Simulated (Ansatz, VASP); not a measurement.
# CaSe: VASP beside Ansatz

The input POSCAR:

```
CaSe
1.0
    0.0000000000      2.9675306059      2.9675306059
    2.9675306059      0.0000000000      2.9675306059
    2.9675306059      2.9675306059      0.0000000000
Ca Se
1 1
Direct
    0.0000000000      0.0000000000      0.0000000000
    0.5000000000      0.5000000000      0.5000000000
```

The input INCAR.step1:

```
PREC     = Accurate       # precision mode
ENCUT    = 520            # plane-wave cutoff, eV
EDIFF    = 1E-5           # SCF threshold, eV
ISMEAR   = 0              # smearing method
SIGMA    = 0.01           # smearing width, eV
LREAL    = F              # projectors in reciprocal space
LASPH    = T              # aspherical terms in the spheres
NELM     = 80             # most SCF steps
ALGO     = Normal         # electronic algorithm
ISIF     = 2              # what is computed and relaxed
LWAVE    = T              # write WAVECAR
LCHARG   = F              # write CHGCAR
NBANDS   = 15             # bands
GGA      = PE             # functional
```

Contents of INCAR.step2:

```
PREC     = Accurate       # precision mode
ENCUT    = 520            # plane-wave cutoff, eV
EDIFF    = 1E-6           # SCF threshold, eV
ISMEAR   = 0              # smearing method
SIGMA    = 0.01           # smearing width, eV
LREAL    = F              # projectors in reciprocal space
LASPH    = T              # aspherical terms in the spheres
NELM     = 80             # most SCF steps
ALGO     = Normal         # electronic algorithm
ISIF     = 2              # what is computed and relaxed
LWAVE    = F              # write WAVECAR
LCHARG   = F              # write CHGCAR
GGA      = PE             # functional
LHFCALC  = T              # exact exchange
AEXX     = 0.4            # exact-exchange fraction
HFSCREEN = 0.3            # screening, 1/A
PRECFOCK = Normal       
NBANDS   = 15             # bands
ISTART   = 1
```

The input KPOINTS:

```
regular mesh
0
Gamma
  4 4 4
```

Input for Ansatz:

```yaml
crystal:
  lattice:
    - [0.0, 2.9675306059, 2.9675306059]
    - [2.9675306059, 0.0, 2.9675306059]
    - [2.9675306059, 2.9675306059, 0.0]
  atoms:
    - { symbol: Ca, position: [0.0, 0.0, 0.0] }
    - { symbol: Se, position: [0.5, 0.5, 0.5] }
kpoints:
  mp_grid: { grid: [4, 4, 4] }
hamiltonian:
  xc: { exchange: pbe, correlation: pbe, exx: { coeff: 0.4, omega: 0.3 } }
scf:
  occupations: { method: fixed }
  n_extra_bands: 4
output:
  forces: true
  stress: true
  eigenvalues: true
```

Alike in both runs: task single point; functional PBE-based screened hybrid; k mesh 4 × 4 × 4; no spin polarisation.

|  | VASP | Ansatz |
| --- | --- | --- |
| version | VASP 6.6.1 | Ansatz 0.2.0 |
| potentials or method | VASP PAW PBE potentials, release 64 (Ca_sv, Se) | plane waves |
| plane-wave cutoff (eV) | 520 | 420 |
| occupations | gaussian, width 0.01 eV | fixed |
| valence electrons in the cell | 16 | 26 |

```tsv
	VASP	Ansatz	Ansatz less VASP
gap on the k mesh at the Fermi level (eV)	3.30	3.27	-0.024
pressure (GPa)	0.1	0.1	+0.01
```

VASP's potentials were made for PBE, not for PBE-based screened hybrid. VASP's potentials hold 16 valence electrons a cell and Ansatz's 26, so a difference there can come from the potentials and not from the codes. Ansatz's warnings: stress exchange threshold loose, stress scf threshold loose.

The k mesh is coarse, so the values compare programs but aren't converged.
